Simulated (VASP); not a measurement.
Wanted: the native input for a VASP 6.6.1 run.

* Task: single point
* Functional: PBEsol
* Potentials or basis: VASP PAW PBE potentials, release 64 (Bi_d, Te)
* Cutoff: 520 eV
* k mesh: 12 × 12 × 12
* Occupations: fermi-dirac, width 0.15 eV
* Spin: no spin polarisation
* Dipole correction: no
* Further INCAR settings: ALGO = Normal; EDIFF = 1e-06; NBANDS = 18

The structure of BiTe lies in POSCAR:

```
BiTe
1.0
    0.0000000000      3.2005777449      3.2005777449
    3.2005777449      0.0000000000      3.2005777449
    3.2005777449      3.2005777449      0.0000000000
Bi Te
1 1
Direct
    0.0000000000      0.0000000000      0.0000000000
    0.5000000000      0.5000000000      0.5000000000
```

One way to write it, as run:

INCAR

```
ALGO = Normal
EDIFF = 1E-6
ENCUT = 520
GGA = PS
ISIF = 2
ISMEAR = -1
LASPH = T
LCHARG = F
LREAL = F
LWAVE = F
NBANDS = 18
NELM = 100
PREC = Accurate
SIGMA = 0.15
```

KPOINTS

```
k-points
0
Gamma
  12 12 12
```

Potentials or basis: VASP PAW PBE potentials, release 64 (Bi_d, Te).

Command:

```console
$ cat potpaw_PBE.64/Bi_d/POTCAR potpaw_PBE.64/Te/POTCAR > POTCAR
$ mpirun -np 1 vasp_std > vasp.out
```

It gave:

| Property | Result |
| --- | --- |
| Pressure | 0.0 GPa |

Caveat: the PAW data sets were made with another functional, which shifts forces and pressure a little.

Wall time 60 s on 1 thread of Intel(R) Xeon(R) Platinum 8259CL CPU @ 2.50GHz (Skylake/Cascade Lake), on a shared host, peak memory 0.26 GiB.
